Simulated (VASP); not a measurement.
# In2As2H10 in VASP: single point with PBEsol

Aim: the single point of In2As2H10 with PBEsol.

All numbers are computed with VASP 6.6.1; they aren't measurements. Logs are shortened: lines on timing, memory, paths and dates and some standing lists are left out, and cuts for length are marked.

### Step 1. The cell of the first run

The cell holds a cluster in a box, 14 atoms: a = 14.400 Å, b = 13.100 Å, c = 13.700 Å, α = 90.00°, β = 90.00°, γ = 90.00°.

### Step 2. Single point, PBEsol

Contents of INCAR:

```
ALGO = Normal
EDIFF = 1E-6
ENCUT = 520
GGA = PS
ISIF = 2
ISMEAR = 0
LASPH = True
LCHARG = False
LREAL = False
LWAVE = False
NBANDS = 36
NELM = 80
PREC = Accurate
SIGMA = 0.05
```

Contents of KPOINTS:

```
k-points
0
Gamma
  1 1 1
```

Contents of POSCAR:

```
InAsH5
1.0
   14.4000000000      0.0000000000      0.0000000000
    0.0000000000     13.1000000000      0.0000000000
    0.0000000000      0.0000000000     13.7000000000
In As H
2 2 10
Direct
    0.4310873877      0.4616274280      0.3737282611
    0.6178269020      0.5058682913      0.6390899985
    0.5705887101      0.3926257062      0.4769236967
    0.3872811489      0.6215027996      0.5031958828
    0.4633090018      0.5386889073      0.2776809039
    0.3292322098      0.3942690661      0.3874410263
    0.5423822782      0.2825412298      0.4946060312
    0.6432365958      0.3690666938      0.3998942898
    0.5010564073      0.5422145267      0.6539696821
    0.6864582218      0.5969043548      0.5820744051
    0.6625046461      0.4173391160      0.7196247082
    0.4566029831      0.7015467519      0.5346059208
    0.3389837642      0.6073264048      0.6000814446
    0.3165259684      0.6943536825      0.4589032995
```

Potentials or basis: VASP PAW PBE potentials, release 64 (In_d, As, H).

Launch:

```
$ cat potpaw_PBE.64/In_d/POTCAR potpaw_PBE.64/As/POTCAR potpaw_PBE.64/H/POTCAR > POTCAR
$ mpirun -np 1 vasp_gam > vasp.out
```

OUTCAR:

```text
EDIFF = 1E-6
   ENCUT = 520
   GGA = PS
   ISIF = 2
   ISMEAR = 0
   LASPH = True
   LREAL = False
   NELM = 80
   PREC = Accurate

 ion  position               nearest neighbor table
   1  0.431  0.462  0.374-   6 1.72   5 1.72   3 2.62   4 2.82
   2  0.618  0.506  0.639-  11 1.73  10 1.73   9 1.76   3 2.76
   3  0.571  0.393  0.477-   8 1.52   7 1.52   1 2.62   2 2.76
   4  0.387  0.622  0.503-  13 1.51  12 1.51  14 1.52   1 2.82
   5  0.463  0.539  0.278-   1 1.72
   6  0.329  0.394  0.387-   1 1.72
   7  0.542  0.283  0.495-   3 1.52
   8  0.643  0.369  0.400-   3 1.52
   9  0.501  0.542  0.654-   2 1.76
  10  0.686  0.597  0.582-   2 1.73
  11  0.663  0.417  0.720-   2 1.73
  12  0.457  0.702  0.535-   4 1.51
  13  0.339  0.607  0.600-   4 1.51
  14  0.317  0.694  0.459-   4 1.52

  LATTYP: Found a simple orthorhombic cell.
 ALAT       =    13.1000000000
 B/A-ratio  =     1.0458015267
 C/A-ratio  =     1.0992366412

  Lattice vectors:

 A1 = (   0.0000000000,  13.1000000000,   0.0000000000)
 A2 = (   0.0000000000,   0.0000000000,  13.7000000000)
 A3 = (  14.4000000000,   0.0000000000,   0.0000000000)

Analysis of symmetry for initial positions (statically):
=====================================================================
 Subroutine PRICEL returns:
 Original cell was already a primitive cell.

 Routine SETGRP: Setting up the symmetry group for a
 simple orthorhombic supercell.

 Subroutine GETGRP returns: Found  1 space group operations
 (whereof  1 operations were pure point group operations)
 out of a pool of  8 trial point group operations.

The static configuration has the point symmetry C_1 .

Analysis of symmetry for dynamics (positions and initial velocities):
=====================================================================
 Subroutine PRICEL returns:
 Original cell was already a primitive cell.

 Routine SETGRP: Setting up the symmetry group for a
 simple orthorhombic supercell.

 Subroutine GETGRP returns: Found  1 space group operations
 (whereof  1 operations were pure point group operations)
 out of a pool of  8 trial point group operations.

The dynamic configuration has the point symmetry C_1 .

 Subroutine INISYM returns: Found  1 space group operations
 (whereof  1 operations are pure point group operations),
 and found     1 'primitive' translations

----------------------------------------------------------------------------------------

                                     Primitive cell

  volume of cell :    2584.3680

  direct lattice vectors                    reciprocal lattice vectors
    14.400000000  0.000000000  0.000000000     0.069444444  0.000000000  0.000000000
     0.000000000 13.100000000  0.000000000     0.000000000  0.076335878  0.000000000
     0.000000000  0.000000000 13.700000000     0.000000000  0.000000000  0.072992701

  length of vectors
    14.400000000 13.100000000 13.700000000     0.069444444  0.076335878  0.072992701

  position of ions in fractional coordinates (direct lattice)
     0.431087388  0.461627428  0.373728261
     0.617826902  0.505868291  0.639089998
     0.570588710  0.392625706  0.476923697
     0.387281149  0.621502800  0.503195883
     0.463309002  0.538688907  0.277680904
     0.329232210  0.394269066  0.387441026
     0.542382278  0.282541230  0.494606031
     0.643236596  0.369066694  0.399894290
     0.501056407  0.542214527  0.653969682
     0.686458222  0.596904355  0.582074405
     0.662504646  0.417339116  0.719624708
     0.456602983  0.701546752  0.534605921
     0.338983764  0.607326405  0.600081445
     0.316525968  0.694353683  0.458903300

  ion indices of the primitive-cell ions
   primitive index   ion index
                 1           1
                 2           2
                 3           3
                 4           4
                 5           5
                 6           6
                 7           7
                 8           8
                 9           9
                10          10
                11          11
                12          12
                13          13
                14          14

----------------------------------------------------------------------------------------

 KPOINTS: k-points

Automatic generation of k-mesh.
 Grid dimensions read from file:
 generate k-points for:    1    1    1

 Generating k-lattice:

  Cartesian coordinates                     Fractional coordinates (reciprocal lattice)
     0.069444444  0.000000000  0.000000000     1.000000000  0.000000000  0.000000000
     0.000000000  0.076335878  0.000000000     0.000000000  1.000000000  0.000000000
     0.000000000  0.000000000  0.072992701     0.000000000  0.000000000  1.000000000

  Length of vectors
     0.069444444  0.076335878  0.072992701

  Shift w.r.t. Gamma in fractional coordinates (k-lattice)
     0.000000000  0.000000000  0.000000000

 Subroutine IBZKPT returns following result:
 ===========================================

 Found      1 irreducible k-points:

 Following reciprocal coordinates:
            Coordinates               Weight
  0.000000  0.000000  0.000000      1.000000
   k-points           NKPTS =      1   k-points in BZ     NKDIM =      1   number of bands    NBANDS=     36
   number of dos      NEDOS =    301   number of ions     NIONS =     14
   total plane-waves  NPLWV = ******
   dimension x,y,z NGX =   108 NGY =   98 NGZ =  108
   dimension x,y,z NGXF=   216 NGYF=  196 NGZF=  216
   ions per type =               2   2  10
   NGX,Y,Z   is equivalent  to a cutoff of  12.47, 12.44, 13.11 a.u.
   NGXF,Y,Z  is equivalent  to a cutoff of  24.94, 24.87, 26.21 a.u.
 SYSTEM =  unknown system
   PREC   = accura    normal or accurate (medium, high low for compatibility)
   ISTART =      0    job   : 0-new  1-cont  2-samecut
   ICHARG =      2    charge: 1-file 2-atom 10-const
   ISPIN  =      1    spin polarized calculation?
   LNONCOLLINEAR =      F non collinear calculations
   LSORBIT =      F    spin-orbit coupling
   LASPH  =      T    aspherical Exc in radial PAW
   ENCUT  =  520.0 eV  38.22 Ry    6.18 a.u.  26.77 24.36 25.47*2*pi/ulx,y,z
   NELM   =     80;   NELMIN=  2; NELMDL= -5     # of ELM steps
   EDIFF  = 0.1E-05   stopping-criterion for ELM
   LREAL  =      F    real-space projection
[... 7 lines left out ...]
   TEBEG  =    0.0;   TEEND  =   0.0 temperature during run
   PSTRESS=    0.0 pullay stress
   NELECT =      46.0000    total number of electrons
   NUPDOWN=      -1.0000    fix difference up-down
   EMIN   =  10.00;   EMAX   =-10.00  energy-range for DOS
   EFERMI =   0.00;   METHOD = LEGACY
   ISMEAR =     0;   SIGMA  =   0.05  broadening in eV -4-tet -1-fermi 0-gaus
   EFERMI_NEDOS =   21; number of points for ismear=-14 and -15
   IALGO  =     38    algorithm
   IMIX   =      4    mixing-type and parameters
     AMIX     =   0.40;   BMIX     =  1.00
     AMIX_MAG =   1.60;   BMIX_MAG =  1.00
  volume/ion in A,a.u.               =     184.60      1245.73
  Fermi-wavevector in a.u.,A,eV,Ry     =   0.427441  0.807746  2.485861  0.182706
  Thomas-Fermi vector in A             =   1.394093
   LORBIT       =      0    0 simple, 1 ext, 2 COOP (PROOUT), +10 PAW based schemes
   GGA     = PS    functional components
   LHFCALC =     F    Hartree Fock is set to
   AEXX    =    0.0000 exact exchange contribution
   IVDW    =     0    specifies the selected vdW correction
   LEPSILON=     F    determine dielectric tensor
   LRPA    =     F    only Hartree local field effects (RPA)
 non-spin polarized calculation
 Gauss-broadening in eV      SIGMA  =   0.05
  energy-cutoff  :      520.00
  volume of cell :     2584.37
 maximum number of plane-waves:     34826
 NGX is ok and might be reduce to   108
   NGX = 53   NGY = 49   NGZ = 51

 number of electron      45.9999999 magnetization

 Free energy of the ion-electron system (eV)
  ---------------------------------------------------
  ext. energy  EPLUGINS =         0.00000000
  ---------------------------------------------------
  free energy    TOTEN  =       -45.44126257 eV

  energy without entropy =      -45.44126257  energy(sigma->0) =      -45.44126257

 E-fermi :  -5.4670     XC(G=0):  -1.0908

 val. band max:       -5.7437810711   @ k =   0.0000   0.0000   0.0000
 cond. band min:      -1.5469127992   @ k =   0.0000   0.0000   0.0000
 fundamental gap:      4.1968682718
 Fermi energy:        -5.4670321532

 k-point     1 :       0.0000    0.0000    0.0000
  band No.  band energies     occupation
      1     -18.5837      2.00000
      2     -18.4467      2.00000
      3     -18.3978      2.00000
      4     -18.3745      2.00000
      5     -18.3186      2.00000
      6     -17.6035      2.00000
      7     -17.4387      2.00000
      8     -17.4279      2.00000
      9     -17.3500      2.00000
     10     -17.3229      2.00000
     11     -16.8085      2.00000
     12     -15.6139      2.00000
     13     -10.4277      2.00000
     14      -9.9829      2.00000
     15      -9.6473      2.00000
     16      -9.4265      2.00000
     17      -8.9636      2.00000
     18      -7.4451      2.00000
     19      -7.2358      2.00000
     20      -6.7962      2.00000
     21      -5.9575      2.00000
     22      -5.8742      2.00000
     23      -5.7438      2.00000
     24      -1.5469      0.00000
     25      -1.1777      0.00000
     26      -0.7564      0.00000
     27      -0.6720      0.00000
     28      -0.4031      0.00000
     29      -0.3310      0.00000
     30      -0.0836      0.00000
     31       0.1840      0.00000
     32       0.4579      0.00000
     33       0.5176      0.00000
     34       0.6297      0.00000
     35       0.7342      0.00000
 [bands above 35 left out]

------------------------ aborting loop because EDIFF is reached ----------------------------------------

  FORCE on cell =-STRESS in cart. coord.  units (eV):
  Direction    XX          YY          ZZ          XY          YZ          ZX
  --------------------------------------------------------------------------------------
  -------------------------------------------------------------------------------------
  Total        0.0530250      0.0761334      0.0344217     -0.0301387      0.0061926     -0.0357539
  in kB        0.0328728      0.0471989      0.0213397     -0.0186844      0.0038391     -0.0221656
  external PRESSURE =       0.0338038 kB  Pullay stress =       0.0000000 kB

 VOLUME and BASIS-vectors are now :
 -----------------------------------------------------------------------------
  energy-cutoff  :      520.00
  volume of cell :     2584.37
      direct lattice vectors                 reciprocal lattice vectors
    14.400000000  0.000000000  0.000000000     0.069444444  0.000000000  0.000000000
     0.000000000 13.100000000  0.000000000     0.000000000  0.076335878  0.000000000
     0.000000000  0.000000000 13.700000000     0.000000000  0.000000000  0.072992701

 POSITION                                       TOTAL-FORCE (eV/Angst)
 -----------------------------------------------------------------------------------
      6.20766      6.04732      5.12008        -0.027730      0.005562     -0.018493
      8.89671      6.62687      8.75553         0.015739     -0.002540      0.007731
      8.21648      5.14340      6.53385        -0.029799      0.099345      0.048994
      5.57685      8.14169      6.89378         0.059925     -0.131179     -0.063120
      6.67165      7.05682      3.80423        -0.004777     -0.014091      0.021203
      4.74094      5.16492      5.30794         0.022727      0.013470     -0.002548
      7.81030      3.70129      6.77610        -0.020706     -0.080892      0.012898
      9.26261      4.83477      5.47855         0.061874     -0.019485     -0.061312
      7.21521      7.10301      8.95938        -0.002339      0.002628      0.000027
      9.88500      7.81945      7.97442        -0.011534     -0.011787      0.004222
      9.54007      5.46714      9.85886        -0.005542      0.011459     -0.011862
      6.57508      9.19026      7.32410         0.058485      0.062561      0.027701
      4.88137      7.95598      8.22112        -0.040905     -0.010304      0.081883
      4.55797      9.09603      6.28698        -0.075419      0.075252     -0.047324
 -----------------------------------------------------------------------------------
    total drift:                               -0.000520     -0.000487     -0.000093

  FREE ENERGIE OF THE ION-ELECTRON SYSTEM (eV)
  ---------------------------------------------------
  free  energy   TOTEN  =       -45.4412625736 eV

  energy  without entropy=      -45.4412625736  energy(sigma->0) =      -45.44126257
```

Wall time 7.1 min (1 thread of Intel Xeon Platinum 8259CL at 2.50GHz (Skylake/Cascade Lake), shared host); peak memory 1.7 GiB.

What came out:

| Property | Result |
| --- | --- |
| Free energy | -45.4413 eV |
| Largest force | 0.157 eV/Å |
| Gap between the frontier levels | 4.20 eV |

Forces in eV/Å, atoms in the order of the input:
```
In  -0.028  0.006 -0.018
In   0.016 -0.003  0.008
As  -0.030  0.099  0.049
As   0.060 -0.131 -0.063
H   -0.005 -0.014  0.021
H    0.023  0.013 -0.003
H   -0.021 -0.081  0.013
H    0.062 -0.019 -0.061
H   -0.002  0.003  0.000
H   -0.012 -0.012  0.004
H   -0.006  0.011 -0.012
H    0.058  0.063  0.028
H   -0.041 -0.010  0.082
H   -0.075  0.075 -0.047
```

Caveat: the PAW data sets were made with another functional, which shifts forces and pressure a little; spin-orbit coupling is left out, which moves the levels of the heavy elements.
